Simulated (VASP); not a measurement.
# Ca32S31 (a cell with a defect) in VASP: single point with PBEsol

Aim: the single point of Ca32S31 (a cell with a defect) with PBEsol.

Everything below comes from runs of VASP 6.6.1. Logs are shortened: lines on timing, memory, paths and dates and some standing lists are left out, and cuts for length are marked.

## 1. The cell of the first run

The cell holds a defect, 63 atoms: a = 11.266 Å, b = 11.266 Å, c = 11.266 Å, α = 90.00°, β = 90.00°, γ = 90.00°.

## 2. Single point, PBEsol

Input file INCAR:

```
ALGO = Normal ; EDIFF = 1E-6
ENCUT = 400 ; GGA = PS
GGA_COMPAT = F ; ISIF = 2
ISMEAR = -1 ; ISYM = -1
LASPH = T ; LCHARG = F
LREAL = Auto ; LWAVE = F
NBANDS = 290 ; NELECT = 504.0
NELM = 120 ; PREC = Accurate
SIGMA = 0.05
```

Input file KPOINTS:

```
explicit points
1
Reciprocal
  0.25000000   0.25000000   0.25000000 1
```

Input file POSCAR:

```
Ca32S31
1.0
   11.2664380000      0.0000000000      0.0000000000
    0.0000000000     11.2664380000      0.0000000000
    0.0000000000      0.0000000000     11.2664380000
S Ca
31 32
Direct
    0.2501900000      0.0000890000      0.0000840000
    0.2502160000      0.0000930000      0.5001280000
    0.2502000000      0.5000770000      0.0000160000
    0.7501850000      0.0000870000      0.0000550000
    0.7501830000      0.0000970000      0.5000390000
    0.7502100000      0.5000840000      0.9999920000
    0.7502140000      0.5001160000      0.5000120000
    0.0011450000      0.2510570000      0.0000540000
    0.0045010000      0.2543740000      0.5000570000
    0.0011570000      0.7490960000      0.0000040000
    0.0044630000      0.7458240000      0.4999900000
    0.4992040000      0.2511000000      0.0000380000
    0.4958920000      0.2544460000      0.5000410000
    0.4992190000      0.7491850000      0.0000360000
    0.4958490000      0.7457830000      0.5000230000
    0.0011880000      0.0001520000      0.2509950000
    0.0011750000      0.0000900000      0.7490830000
    0.0044540000      0.5001100000      0.2543050000
    0.0045350000      0.5000900000      0.7456770000
    0.4992270000      0.0001480000      0.2510490000
    0.4992560000      0.0001060000      0.7490850000
    0.4958880000      0.5001170000      0.2542660000
    0.4959270000      0.5001660000      0.7457330000
    0.2501590000      0.2544450000      0.2544300000
    0.2502150000      0.2543650000      0.7458310000
    0.2501770000      0.7458210000      0.2542850000
    0.2502110000      0.7457840000      0.7457140000
    0.7502030000      0.2510840000      0.2510080000
    0.7501940000      0.2510990000      0.7490500000
    0.7501660000      0.7491420000      0.2509750000
    0.7502070000      0.7491550000      0.7490550000
    0.9992210000      0.0001270000      0.0000130000
    0.9979360000      0.0001560000      0.5000170000
    0.9979230000      0.5000990000      0.9999270000
    0.9833550000      0.5001400000      0.5000230000
    0.5012400000      0.0001490000      0.0000180000
    0.5024500000      0.0000710000      0.5000690000
    0.5024620000      0.5001620000      0.0000940000
    0.5170510000      0.5001350000      0.4999550000
    0.2502200000      0.2477930000      0.0000550000
    0.2502280000      0.2332580000      0.5001040000
    0.2502260000      0.7523650000      0.0000330000
    0.2500990000      0.7669050000      0.4999150000
    0.7501890000      0.2491590000      0.9999970000
    0.7502000000      0.2478250000      0.4999980000
    0.7501680000      0.7511150000      0.9999430000
    0.7502280000      0.7524260000      0.5000060000
    0.2502350000      0.0001460000      0.2477440000
    0.2502640000      0.0000110000      0.7523500000
    0.2501260000      0.5000340000      0.2331920000
    0.2502260000      0.5000830000      0.7668470000
    0.7502060000      0.0001010000      0.2490030000
    0.7501980000      0.0001390000      0.7509820000
    0.7502550000      0.5001500000      0.2476890000
    0.7501320000      0.5001410000      0.7522770000
    0.9995980000      0.2495630000      0.2494950000
    0.9996760000      0.2495340000      0.7505700000
    0.9996450000      0.7506810000      0.2493750000
    0.9996890000      0.7506540000      0.7505400000
    0.5007420000      0.2495740000      0.2494910000
    0.5007340000      0.2496400000      0.7505800000
    0.5007320000      0.7506420000      0.2495280000
    0.5007170000      0.7506410000      0.7505550000
```

Potentials or basis: VASP PAW PBE potentials, release 64 (S, Ca_sv).

Run with:

```console
> cat potpaw_PBE.64/S/POTCAR potpaw_PBE.64/Ca_sv/POTCAR > POTCAR
> mpirun -np 1 vasp_std > vasp.out
```

OUTCAR:

```text
EDIFF = 1E-6
   ENCUT = 400
   GGA = PS
   ISIF = 2
   ISMEAR = -1
   ISYM = -1
   LASPH = T
   LREAL = Auto
   NELECT = 504.0
   NELM = 120
   PREC = Accurate

 ion  position               nearest neighbor table
   1  0.250  0.000  0.000-  48 2.79  40 2.79  42 2.79  49 2.79  32 2.83  36 2.83
   2  0.250  0.000  0.500-  41 2.63  43 2.63  49 2.84  37 2.84  33 2.84  48 2.84
   3  0.250  0.500  0.000-  51 2.63  50 2.63  38 2.84  34 2.84  40 2.84  42 2.84
   4  0.750  0.000  0.000-  36 2.80  52 2.80  46 2.81  32 2.81  44 2.81  53 2.81
   5  0.750  0.000  0.500-  47 2.79  45 2.79  37 2.79  33 2.79  53 2.83  52 2.83
   6  0.750  0.500  1.000-  54 2.79  34 2.79  55 2.79  38 2.79  44 2.83  46 2.83
[... 26 lines left out ...]
  33  0.998  0.000  0.500-   5 2.79  16 2.81  17 2.81   2 2.84   9 2.87  11 2.87
  34  0.998  0.500  1.000-   6 2.79  10 2.81   8 2.81   3 2.84  19 2.87  18 2.87
  35  0.983  0.500  0.500-   7 2.63  19 2.78  11 2.78  18 2.78   9 2.78
  36  0.501  0.000  0.000-   4 2.80  21 2.83  12 2.83  14 2.83  20 2.83   1 2.83
  37  0.502  0.000  0.500-   5 2.79  21 2.81  20 2.81   2 2.84  15 2.87  13 2.87
  38  0.502  0.500  0.000-   6 2.79  14 2.81  12 2.81   3 2.84  22 2.86  23 2.87
  39  0.517  0.500  0.500-   7 2.63  15 2.78  13 2.78  22 2.78  23 2.78
  40  0.250  0.248  0.000-   1 2.79  12 2.81   8 2.81   3 2.84  25 2.87  24 2.87
  41  0.250  0.233  0.500-   2 2.63  13 2.78  24 2.78  25 2.78   9 2.78
  42  0.250  0.752  0.000-   1 2.79  14 2.81  10 2.81   3 2.84  26 2.87  27 2.87
  43  0.250  0.767  0.500-   2 2.63  26 2.78  11 2.78  15 2.78  27 2.78
  44  0.750  0.249  1.000-   4 2.81   6 2.83  29 2.83   8 2.83  12 2.83  28 2.83
  45  0.750  0.248  0.500-   5 2.79  28 2.81  29 2.81   7 2.84   9 2.87  13 2.87
  46  0.750  0.751  1.000-   4 2.81  31 2.83  14 2.83  10 2.83   6 2.83  30 2.83
  47  0.750  0.752  0.500-   5 2.79  30 2.81  31 2.81   7 2.84  11 2.87  15 2.87
  48  0.250  0.000  0.248-   1 2.79  20 2.81  16 2.81   2 2.84  24 2.87  26 2.87
  49  0.250  0.000  0.752-   1 2.79  21 2.81  17 2.81   2 2.84  27 2.87  25 2.87
  50  0.250  0.500  0.233-   3 2.63  24 2.78  18 2.78  22 2.78  26 2.78
  51  0.250  0.500  0.767-   3 2.63  19 2.78  23 2.78  27 2.78  25 2.78
  52  0.750  0.000  0.249-   4 2.80  30 2.83  20 2.83  16 2.83  28 2.83   5 2.83
  53  0.750  0.000  0.751-   4 2.81   5 2.83  21 2.83  29 2.83  17 2.83  31 2.83
  54  0.750  0.500  0.248-   6 2.79  30 2.81  28 2.81   7 2.84  18 2.86  22 2.87
  55  0.750  0.500  0.752-   6 2.79  31 2.81  29 2.81   7 2.84  23 2.86  19 2.87
  56  1.000  0.250  0.249-  28 2.81  16 2.81   8 2.81  18 2.82   9 2.82  24 2.82
  57  1.000  0.250  0.751-  17 2.81  29 2.81   8 2.81   9 2.82  25 2.82  19 2.82
  58  1.000  0.751  0.249-  10 2.81  16 2.81  30 2.81  26 2.82  18 2.82  11 2.82
  59  1.000  0.751  0.751-  17 2.81  10 2.81  31 2.81  27 2.82  11 2.82  19 2.82
  60  0.501  0.250  0.249-  20 2.81  12 2.81  28 2.81  22 2.82  13 2.82  24 2.82
  61  0.501  0.250  0.751-  12 2.81  29 2.81  21 2.81  25 2.82  23 2.82  13 2.82
  62  0.501  0.751  0.250-  30 2.81  14 2.81  20 2.81  15 2.82  22 2.82  26 2.82
  63  0.501  0.751  0.751-  21 2.81  14 2.81  31 2.81  23 2.82  27 2.82  15 2.82

IMPORTANT INFORMATION: All symmetrisations will be switched off!
NOSYMM: (Re-)initialisation of all symmetry stuff for point group C_1.

----------------------------------------------------------------------------------------

                                     Primitive cell

  volume of cell :    1430.0786

  direct lattice vectors                    reciprocal lattice vectors
    11.266438000  0.000000000  0.000000000     0.088759198  0.000000000  0.000000000
     0.000000000 11.266438000  0.000000000     0.000000000  0.088759198  0.000000000
     0.000000000  0.000000000 11.266438000     0.000000000  0.000000000  0.088759198

  length of vectors
    11.266438000 11.266438000 11.266438000     0.088759198  0.088759198  0.088759198

  position of ions in fractional coordinates (direct lattice)
     0.250190000  0.000089000  0.000084000
     0.250216000  0.000093000  0.500128000
     0.250200000  0.500077000  0.000016000
     0.750185000  0.000087000  0.000055000
     0.750183000  0.000097000  0.500039000
     0.750210000  0.500084000  0.999992000
[... 55 lines left out ...]
     0.500732000  0.750642000  0.249528000
     0.500717000  0.750641000  0.750555000

  ion indices of the primitive-cell ions
   primitive index   ion index
                 1           1
                 2           2
                 3           3
                 4           4
                 5           5
                 6           6
[... 55 lines left out ...]
                62          62
                63          63

----------------------------------------------------------------------------------------

 KPOINTS: explicit points

Read explicit list of k-points.

 Found      1 k-points:

 Following reciprocal coordinates:
            Coordinates               Weight
  0.250000  0.250000  0.250000      1.000000
   k-points           NKPTS =      1   k-points in BZ     NKDIM =      1   number of bands    NBANDS=    290
   number of dos      NEDOS =    301   number of ions     NIONS =     63
   total plane-waves  NPLWV = 512000
   dimension x,y,z NGX =    80 NGY =   80 NGZ =   80
   dimension x,y,z NGXF=   160 NGYF=  160 NGZF=  160
   ions per type =              31  32
   NGX,Y,Z   is equivalent  to a cutoff of  11.80, 11.80, 11.80 a.u.
   NGXF,Y,Z  is equivalent  to a cutoff of  23.61, 23.61, 23.61 a.u.
 SYSTEM =  unknown system
   PREC   = accura    normal or accurate (medium, high low for compatibility)
   ISTART =      0    job   : 0-new  1-cont  2-samecut
   ICHARG =      2    charge: 1-file 2-atom 10-const
   ISPIN  =      1    spin polarized calculation?
   LNONCOLLINEAR =      F non collinear calculations
   LSORBIT =      F    spin-orbit coupling
   LASPH  =      T    aspherical Exc in radial PAW
   ENCUT  =  400.0 eV  29.40 Ry    5.42 a.u.  18.37 18.37 18.37*2*pi/ulx,y,z
   NELM   =    120;   NELMIN=  2; NELMDL= -5     # of ELM steps
   EDIFF  = 0.1E-05   stopping-criterion for ELM
   LREAL  =      T    real-space projection
   EDIFFG = 0.1E-04   stopping-criterion for IOM
   NSW    =      0    number of steps for IOM
   IBRION =     -1    ionic relax: 0-MD 1-quasi-New 2-CG
   NFREE  =      0    steps in history (QN), initial steepest desc. (CG)
   ISIF   =      2    stress and relaxation
   ISYM   =     -1    0-nonsym 1-usesym 2-fastsym
   POTIM  = 0.5000    time-step for ionic-motion
   TEBEG  =    0.0;   TEEND  =   0.0 temperature during run
   PSTRESS=    0.0 pullay stress
   NELECT =     504.0000    total number of electrons
   NUPDOWN=      -1.0000    fix difference up-down
   EMIN   =  10.00;   EMAX   =-10.00  energy-range for DOS
   EFERMI =   0.00;   METHOD = LEGACY
   ISMEAR =    -1;   SIGMA  =   0.05  broadening in eV -4-tet -1-fermi 0-gaus
   EFERMI_NEDOS =   21; number of points for ismear=-14 and -15
   IALGO  =     38    algorithm
   IMIX   =      4    mixing-type and parameters
     AMIX     =   0.40;   BMIX     =  1.00
     AMIX_MAG =   1.60;   BMIX_MAG =  1.00
  volume/ion in A,a.u.               =      22.70       153.18
  Fermi-wavevector in a.u.,A,eV,Ry     =   1.156374  2.185230 18.193727  1.337201
  Thomas-Fermi vector in A             =   2.292995
   LORBIT       =      0    0 simple, 1 ext, 2 COOP (PROOUT), +10 PAW based schemes
   GGA     = PS    functional components
   LHFCALC =     F    Hartree Fock is set to
   AEXX    =    0.0000 exact exchange contribution
   IVDW    =     0    specifies the selected vdW correction
   LEPSILON=     F    determine dielectric tensor
   LRPA    =     F    only Hartree local field effects (RPA)
 non-spin polarized calculation
  energy-cutoff  :      400.00
  volume of cell :     1430.08
 maximum number of plane-waves:     25944
 NGX is ok and might be reduce to    80
   NGX = 37   NGY = 37   NGZ = 37

 number of electron     503.9999963 magnetization

 Free energy of the ion-electron system (eV)
  ---------------------------------------------------
  ext. energy  EPLUGINS =         0.00000000
  ---------------------------------------------------
  free energy    TOTEN  =      -349.20744187 eV

  energy without entropy =     -349.20744186  energy(sigma->0) =     -349.20744186

 E-fermi :   3.5608     XC(G=0):  -9.5205

 val. band max:        2.5549531124   @ k =   0.2500   0.2500   0.2500
 cond. band min:       4.5316506856   @ k =   0.2500   0.2500   0.2500
 fundamental gap:      1.9766975732
 Fermi energy:         3.5608273108

 k-point     1 :       0.2500    0.2500    0.2500
  band No.  band energies     occupation
      1     -36.3285      2.00000
      2     -36.3267      2.00000
      3     -36.3266      2.00000
      4     -36.3263      2.00000
      5     -36.3255      2.00000
      6     -36.3253      2.00000
[... 256 lines left out ...]
    263       6.4764      0.00000
    264       6.4767      0.00000
 [bands above 264 left out]

------------------------ aborting loop because EDIFF is reached ----------------------------------------

  FORCE on cell =-STRESS in cart. coord.  units (eV):
  Direction    XX          YY          ZZ          XY          YZ          ZX
  --------------------------------------------------------------------------------------
  -------------------------------------------------------------------------------------
  Total       -9.4731356     -9.4787118     -9.4799809     -0.8873345     -0.8919981     -0.8851898
  in kB      -10.6131535    -10.6194007    -10.6208225     -0.9941183     -0.9993431     -0.9917154
  external PRESSURE =     -10.6177922 kB  Pullay stress =       0.0000000 kB

 VOLUME and BASIS-vectors are now :
 -----------------------------------------------------------------------------
  energy-cutoff  :      400.00
  volume of cell :     1430.08
      direct lattice vectors                 reciprocal lattice vectors
    11.266438000  0.000000000  0.000000000     0.088759198  0.000000000  0.000000000
     0.000000000 11.266438000  0.000000000     0.000000000  0.088759198  0.000000000
     0.000000000  0.000000000 11.266438000     0.000000000  0.000000000  0.088759198

 POSITION                                       TOTAL-FORCE (eV/Angst)
 -----------------------------------------------------------------------------------
      2.81875      0.00100      0.00095         0.002323      0.000206     -0.001814
      2.81904      0.00105      5.63466        -0.000345     -0.000880     -0.003891
      2.81886      5.63409      0.00018         0.000134      0.000746      0.000742
      8.45191      0.00098      0.00062         0.002117      0.002771     -0.002804
      8.45189      0.00109      5.63366         0.001229      0.001469     -0.001475
      8.45219      5.63417     11.26635        -0.000722      0.002637     -0.000171
[... 55 lines left out ...]
      5.64147      8.45706      2.81129         0.000323      0.002542     -0.002300
      5.64130      8.45705      8.45608         0.003889      0.003700      0.002821
 -----------------------------------------------------------------------------------
    total drift:                                0.002434      0.000300      0.000832

  FREE ENERGIE OF THE ION-ELECTRON SYSTEM (eV)
  ---------------------------------------------------
  free  energy   TOTEN  =      -349.2074418723 eV

  energy  without entropy=     -349.2074418569  energy(sigma->0) =     -349.20744186
```

It took 13 min on 1 thread of Intel Xeon Platinum 8488C (Sapphire Rapids), shared host; peak memory 1.1 GiB.

Results:

| Quantity | Value |
| --- | --- |
| Free energy | -349.2074 eV |
| Largest force | 0.017 eV/Å |

Forces on the atoms (eV/Å):
```
S    0.002  0.000 -0.002
S    0.000 -0.001 -0.004
S    0.000  0.001  0.001
S    0.002  0.003 -0.003
S    0.001  0.001 -0.001
S   -0.001  0.003  0.000
S   -0.001  0.001 -0.001
S    0.001  0.001 -0.001
S    0.003  0.006 -0.001
S    0.000  0.002 -0.002
S    0.002 -0.002 -0.001
S    0.002  0.000  0.000
S   -0.002  0.001  0.000
S    0.001 -0.001 -0.001
S   -0.003 -0.002  0.000
S   -0.001 -0.002  0.000
S    0.001  0.000 -0.002
S    0.005  0.000  0.003
S    0.001  0.001 -0.002
S    0.000 -0.002 -0.002
S    0.000  0.000  0.000
S   -0.002  0.000  0.004
S   -0.005 -0.002 -0.004
S    0.001  0.001  0.000
S    0.000  0.002 -0.005
S    0.000 -0.004  0.002
S   -0.001 -0.004 -0.005
S   -0.001  0.000 -0.002
S    0.000  0.000  0.000
S    0.001  0.001 -0.001
S   -0.002  0.000 -0.002
Ca  -0.002 -0.002  0.001
Ca  -0.003 -0.001  0.000
Ca  -0.002 -0.002  0.003
Ca   0.016 -0.003 -0.002
Ca  -0.003 -0.001  0.002
Ca   0.004  0.001  0.000
Ca   0.003  0.000 -0.004
Ca  -0.016  0.000  0.003
Ca  -0.003 -0.001  0.001
Ca  -0.002  0.016  0.000
Ca  -0.001  0.003 -0.001
Ca   0.004 -0.014  0.005
Ca   0.000 -0.003  0.001
Ca   0.000 -0.002  0.001
Ca   0.001 -0.001  0.004
Ca  -0.002  0.000  0.001
Ca  -0.002  0.000  0.001
Ca  -0.002  0.003  0.003
Ca   0.001  0.004  0.015
Ca   0.001  0.001 -0.015
Ca  -0.001  0.000  0.002
Ca   0.001 -0.001  0.003
Ca  -0.002 -0.003  0.000
Ca   0.003  0.000  0.002
Ca   0.000 -0.002 -0.002
Ca  -0.002  0.000  0.001
Ca  -0.001 -0.001  0.003
Ca  -0.001  0.000  0.001
Ca   0.000  0.000  0.000
Ca   0.002 -0.002  0.001
Ca   0.000  0.003 -0.002
Ca   0.004  0.004  0.003
```

Caveat: the cell carries a net charge on a neutralising background, which shifts energy and pressure; the cell is charged against a uniform background, so pressure and absolute levels hang on convention; the PAW data sets were made with another functional, which shifts forces and pressure a little.
